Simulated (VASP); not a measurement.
# KF (Fmmm) in VASP: single point with PBE

Aim: the single point of KF with PBE.

Program: VASP 6.6.1. These are calculated values, not measurements. Logs are shortened: lines on timing, memory, paths and dates and some standing lists are left out, and cuts for length are marked.

**1. The cell of the first run**

The structure is orthorhombic, space group Fmmm (No. 69). Conventional cell: a = 5.218 Å, b = 5.231 Å, c = 5.421 Å, α = 90.00°, β = 90.00°, γ = 90.00°. Within 3.4 Å of K (site symmetry mmm) lie 6 F at 2.61 to 2.71 Å. Within 3.4 Å of F (site symmetry mmm) lie 6 K at 2.61 to 2.71 Å.

**2. Single point, PBE (normal strain along x -0.0350, normal strain along z -0.0375)**

The input, INCAR:

```
PREC = Accurate
ENCUT = 520
EDIFF = 1E-7
ISMEAR = 0
SIGMA = 0.05
LREAL = F
LASPH = T
NELM = 60
ALGO = Normal
ISIF = 2
LWAVE = F
LCHARG = F
GGA = PE
NBANDS = 15
```

The input, KPOINTS:

```
Automatic mesh
0
Gamma
  8 8 8
```

The input, POSCAR:

```
KF
1.0
    0.0000000000      2.7105354767      2.6088903963
    2.6156667350      0.0000000000      2.6088903963
    2.6156667350      2.7105354767      0.0000000000
K F
1 1
Direct
    0.0000000000      0.0000000000      0.0000000000
    0.5000000000      0.5000000000      0.5000000000
```

Potentials or basis: VASP PAW PBE potentials, release 64 (K_sv, F).

Run with:

```sh
> cat potpaw_PBE.64/K_sv/POTCAR potpaw_PBE.64/F/POTCAR > POTCAR
> mpirun -np 1 vasp_std > vasp.out
```

OUTCAR:

```text
PREC = Accurate
   ENCUT = 520
   EDIFF = 1E-7
   ISMEAR = 0
   LREAL = F
   LASPH = T
   NELM = 60
   ISIF = 2
   GGA = PE

 ion  position               nearest neighbor table
   1  0.000  0.000  0.000-   2 2.61   2 2.61   2 2.62   2 2.62   2 2.71   2 2.71
   2  0.500  0.500  0.500-   1 2.61   1 2.61   1 2.62   1 2.62   1 2.71   1 2.71

  LATTYP: Found a face centered orthorhombic cell.
 ALAT       =     5.2177807926
 B/A-ratio  =     1.0025974026
 C/A-ratio  =     1.0389610390

  Lattice vectors:

 A1 = (   2.6156667350,   2.7105354767,   0.0000000000)
 A2 = (   0.0000000000,   2.7105354767,   2.6088903963)
 A3 = (   2.6156667350,   0.0000000000,   2.6088903963)

Analysis of symmetry for initial positions (statically):
=====================================================================
 Subroutine PRICEL returns:
 Original cell was already a primitive cell.

 Routine SETGRP: Setting up the symmetry group for a
 face centered orthorhombic supercell.

 Subroutine GETGRP returns: Found  8 space group operations
 (whereof  8 operations were pure point group operations)
 out of a pool of  8 trial point group operations.

The static configuration has the point symmetry D_2h.

Analysis of symmetry for dynamics (positions and initial velocities):
=====================================================================
 Subroutine PRICEL returns:
 Original cell was already a primitive cell.

 Routine SETGRP: Setting up the symmetry group for a
 face centered orthorhombic supercell.

 Subroutine GETGRP returns: Found  8 space group operations
 (whereof  8 operations were pure point group operations)
 out of a pool of  8 trial point group operations.

The dynamic configuration has the point symmetry D_2h.

 Subroutine INISYM returns: Found  8 space group operations
 (whereof  8 operations are pure point group operations),
 and found     1 'primitive' translations

----------------------------------------------------------------------------------------

                                     Primitive cell

  volume of cell :      36.9933

  direct lattice vectors                    reciprocal lattice vectors
     0.000000000  2.710535477  2.608890396    -0.191155851  0.184465396  0.191652359
     2.615666735  0.000000000  2.608890396     0.191155851 -0.184465396  0.191652359
     2.615666735  2.710535477  0.000000000     0.191155851  0.184465396 -0.191652359

  length of vectors
     3.762088738  3.694322884  3.766791080     0.327564755  0.327564755  0.327564755

  position of ions in fractional coordinates (direct lattice)
     0.000000000  0.000000000  0.000000000
     0.500000000  0.500000000  0.500000000

  ion indices of the primitive-cell ions
   primitive index   ion index
                 1           1
                 2           2

----------------------------------------------------------------------------------------

 KPOINTS: Automatic mesh

Automatic generation of k-mesh.
 Grid dimensions read from file:
 generate k-points for:    8    8    8

 Generating k-lattice:

  Cartesian coordinates                     Fractional coordinates (reciprocal lattice)
    -0.023894481  0.023058174  0.023956545     0.125000000  0.000000000  0.000000000
     0.023894481 -0.023058174  0.023956545     0.000000000  0.125000000 -0.000000000
     0.023894481  0.023058174 -0.023956545     0.000000000 -0.000000000  0.125000000

  Length of vectors
     0.040945594  0.040945594  0.040945594

  Shift w.r.t. Gamma in fractional coordinates (k-lattice)
     0.000000000  0.000000000  0.000000000

 Subroutine IBZKPT returns following result:
 ===========================================

 Found     95 irreducible k-points:

 Following reciprocal coordinates:
            Coordinates               Weight
  0.000000  0.000000  0.000000      1.000000
  0.125000  0.000000  0.000000      8.000000
  0.250000  0.000000  0.000000      8.000000
  0.375000  0.000000  0.000000      8.000000
  0.500000  0.000000  0.000000      4.000000
  0.125000  0.125000  0.000000      2.000000
[... 16 lines left out ...]
  0.250000  0.000000  0.125000      8.000000
  0.375000  0.000000  0.125000      8.000000
 [... further k-points ...]
   k-points           NKPTS =     95   k-points in BZ     NKDIM =     95   number of bands    NBANDS=     15
   number of dos      NEDOS =    301   number of ions     NIONS =      2
   total plane-waves  NPLWV =  21952
   dimension x,y,z NGX =    28 NGY =   28 NGZ =   28
   dimension x,y,z NGXF=    56 NGYF=   56 NGZF=   56
   ions per type =               1   1
   NGX,Y,Z   is equivalent  to a cutoff of  12.37, 12.60, 12.36 a.u.
   NGXF,Y,Z  is equivalent  to a cutoff of  24.75, 25.20, 24.72 a.u.
 SYSTEM =  unknown system
   PREC   = accura    normal or accurate (medium, high low for compatibility)
   ISTART =      0    job   : 0-new  1-cont  2-samecut
   ICHARG =      2    charge: 1-file 2-atom 10-const
   ISPIN  =      1    spin polarized calculation?
   LNONCOLLINEAR =      F non collinear calculations
   LSORBIT =      F    spin-orbit coupling
   LASPH  =      T    aspherical Exc in radial PAW
   ENCUT  =  520.0 eV  38.22 Ry    6.18 a.u.   6.99  6.87  7.00*2*pi/ulx,y,z
   NELM   =     60;   NELMIN=  2; NELMDL= -5     # of ELM steps
   EDIFF  = 0.1E-06   stopping-criterion for ELM
   LREAL  =      F    real-space projection
   EDIFFG = 0.1E-05   stopping-criterion for IOM
   NSW    =      0    number of steps for IOM
   IBRION =     -1    ionic relax: 0-MD 1-quasi-New 2-CG
   NFREE  =      0    steps in history (QN), initial steepest desc. (CG)
   ISIF   =      2    stress and relaxation
   ISYM   =      2    0-nonsym 1-usesym 2-fastsym
   POTIM  = 0.5000    time-step for ionic-motion
   TEBEG  =    0.0;   TEEND  =   0.0 temperature during run
   PSTRESS=    0.0 pullay stress
   NELECT =      16.0000    total number of electrons
   NUPDOWN=      -1.0000    fix difference up-down
   EMIN   =  10.00;   EMAX   =-10.00  energy-range for DOS
   EFERMI =   0.00;   METHOD = LEGACY
   ISMEAR =     0;   SIGMA  =   0.05  broadening in eV -4-tet -1-fermi 0-gaus
   EFERMI_NEDOS =   21; number of points for ismear=-14 and -15
   IALGO  =     38    algorithm
   IMIX   =      4    mixing-type and parameters
     AMIX     =   0.40;   BMIX     =  1.00
     AMIX_MAG =   1.60;   BMIX_MAG =  1.00
  volume/ion in A,a.u.               =      18.50       124.82
  Fermi-wavevector in a.u.,A,eV,Ry     =   1.238056  2.339587 20.854783  1.532783
  Thomas-Fermi vector in A             =   2.372598
   LORBIT       =      0    0 simple, 1 ext, 2 COOP (PROOUT), +10 PAW based schemes
   GGA     = PE    functional components
   LHFCALC =     F    Hartree Fock is set to
   AEXX    =    0.0000 exact exchange contribution
   IVDW    =     0    specifies the selected vdW correction
   LEPSILON=     F    determine dielectric tensor
   LRPA    =     F    only Hartree local field effects (RPA)
 non-spin polarized calculation
 Gauss-broadening in eV      SIGMA  =   0.05
  energy-cutoff  :      520.00
  volume of cell :       36.99
 maximum number of plane-waves:      1010
   NGX = 13   NGY = 13   NGZ = 13

 number of electron      16.0000011 magnetization

 Free energy of the ion-electron system (eV)
  ---------------------------------------------------
  ext. energy  EPLUGINS =         0.00000000
  ---------------------------------------------------
  free energy    TOTEN  =        -8.26712241 eV

  energy without entropy =       -8.26712241  energy(sigma->0) =       -8.26712241

 E-fermi :  -2.4609     XC(G=0):  -8.5422

 val. band max:       -2.6972806082   @ k =   0.0000   0.0000   0.0000
 cond. band min:       3.6011661110   @ k =   0.0000   0.0000   0.0000
 fundamental gap:      6.2984467192
 Fermi energy:        -2.4608631318

 k-point     1 :       0.0000    0.0000    0.0000
  band No.  band energies     occupation
      1     -28.7699      2.00000
      2     -21.3944      2.00000
      3     -12.0048      2.00000
      4     -11.9937      2.00000
      5     -11.9936      2.00000
      6      -2.7579      2.00000
      7      -2.7024      2.00000
      8      -2.6973      2.00000
      9       3.6012      0.00000
     10       7.9053      0.00000
     11       8.1176      0.00000
     12       8.1325      0.00000
     13       9.5906      0.00000
     14       9.9446      0.00000
     15      14.4357      0.00000

 k-point     2 :       0.1250    0.0000    0.0000
  band No.  band energies     occupation
      1     -28.7540      2.00000
      2     -21.4101      2.00000
      3     -12.0423      2.00000
      4     -12.0076      2.00000
      5     -11.9961      2.00000
      6      -2.8708      2.00000
      7      -2.7874      2.00000
      8      -2.7607      2.00000
      9       4.0447      0.00000
     10       7.7904      0.00000
     11       8.2101      0.00000
     12       8.3383      0.00000
     13       9.7475      0.00000
     14      10.0970      0.00000
     15      15.2060      0.00000

 k-point     3 :       0.2500    0.0000    0.0000
  band No.  band energies     occupation
      1     -28.7152      2.00000
      2     -21.4479      2.00000
      3     -12.1450      2.00000
      4     -12.0278      2.00000
      5     -12.0019      2.00000
      6      -3.1767      2.00000
      7      -2.9195      2.00000
      8      -2.9044      2.00000
      9       5.1430      0.00000
     10       7.4730      0.00000
     11       8.7328      0.00000
     12       8.8770      0.00000
     13      10.2419      0.00000
     14      10.5502      0.00000
     15      16.2336      0.00000
[... 343 lines left out ...]
 k-point    23 :       0.2500    0.0000    0.1250
  band No.  band energies     occupation
      1     -28.7220      2.00000
      2     -21.4296      2.00000
      3     -12.1337      2.00000
      4     -12.0481      2.00000
      5     -12.0464      2.00000
      6      -3.1612      2.00000
      7      -2.8162      2.00000
      8      -2.7824      2.00000
      9       5.0101      0.00000
     10       7.0911      0.00000
     11       8.9027      0.00000
     12       9.0402      0.00000
     13       9.9716      0.00000
     14      10.4072      0.00000
     15      16.5134      0.00000

 k-point    24 :       0.3750    0.0000    0.1250
  band No.  band energies     occupation
      1     -28.6832      2.00000
      2     -21.4635      2.00000
      3     -12.2459      2.00000
      4     -12.0802      2.00000
      5     -12.0541      2.00000
      6      -3.3220      2.00000
      7      -2.9885      2.00000
      8      -2.9212      2.00000
      9       6.1193      0.00000
     10       7.1666      0.00000
     11       9.1678      0.00000
     12       9.5663      0.00000
     13      10.6949      0.00000
     14      11.1203      0.00000
     15      15.0254      0.00000

 [... further k-points ...]

------------------------ aborting loop because EDIFF is reached ----------------------------------------

  FORCE on cell =-STRESS in cart. coord.  units (eV):
  Direction    XX          YY          ZZ          XY          YZ          ZX
  --------------------------------------------------------------------------------------
  -------------------------------------------------------------------------------------
  Total        0.8001215      0.2587459      0.8479245      0.0000000      0.0000000      0.0000000
  in kB       34.6531882     11.2062589     36.7235324      0.0000000      0.0000000      0.0000000
  external PRESSURE =      27.5276598 kB  Pullay stress =       0.0000000 kB

 VOLUME and BASIS-vectors are now :
 -----------------------------------------------------------------------------
  energy-cutoff  :      520.00
  volume of cell :       36.99
      direct lattice vectors                 reciprocal lattice vectors
     0.000000000  2.710535477  2.608890396    -0.191155851  0.184465396  0.191652359
     2.615666735  0.000000000  2.608890396     0.191155851 -0.184465396  0.191652359
     2.615666735  2.710535477  0.000000000     0.191155851  0.184465396 -0.191652359

 POSITION                                       TOTAL-FORCE (eV/Angst)
 -----------------------------------------------------------------------------------
      0.00000      0.00000      0.00000         0.000000     -0.000000     -0.000000
      2.61567      2.71054      2.60889         0.000000      0.000000      0.000000
 -----------------------------------------------------------------------------------
    total drift:                                0.000000      0.000000      0.000000

  FREE ENERGIE OF THE ION-ELECTRON SYSTEM (eV)
  ---------------------------------------------------
  free  energy   TOTEN  =        -8.2671224104 eV

  energy  without entropy=       -8.2671224104  energy(sigma->0) =       -8.26712241
```

Run time: 32 s. Hardware: 1 thread of Intel Xeon 6975P-C (Granite Rapids), shared host; peak memory 0.19 GiB.

What came out:

```
Free energy            : -8.2671 eV
Pressure               : 2.8 GPa
Band gap on the k mesh : 6.30 eV, direct
```

Levels at points of the mesh, in eV from the valence-band top:
| k point | band 6 | band 7 | band 8 | band 9 | band 10 | band 11 |
| --- | --- | --- | --- | --- | --- | --- |
| (0.00, 0.00, 0.00) | -0.06 | -0.01 | 0.00 | 6.30 | 10.60 | 10.81 |
| (0.50, 0.00, 0.00) | -0.85 | -0.40 | -0.39 | 9.17 | 10.81 | 12.09 |
| (0.50, 0.50, 0.00) | -0.18 | -0.12 | -0.05 | 8.16 | 10.46 | 12.16 |
| (0.50, 0.00, 0.50) | -0.28 | -0.05 | -0.05 | 8.29 | 10.45 | 11.80 |
| (0.00, 0.50, 0.50) | -0.19 | -0.12 | -0.05 | 8.17 | 10.46 | 12.14 |

Caveat: the cell differs from its parent crystal (normal strain along x -0.0350, normal strain along z -0.0375).
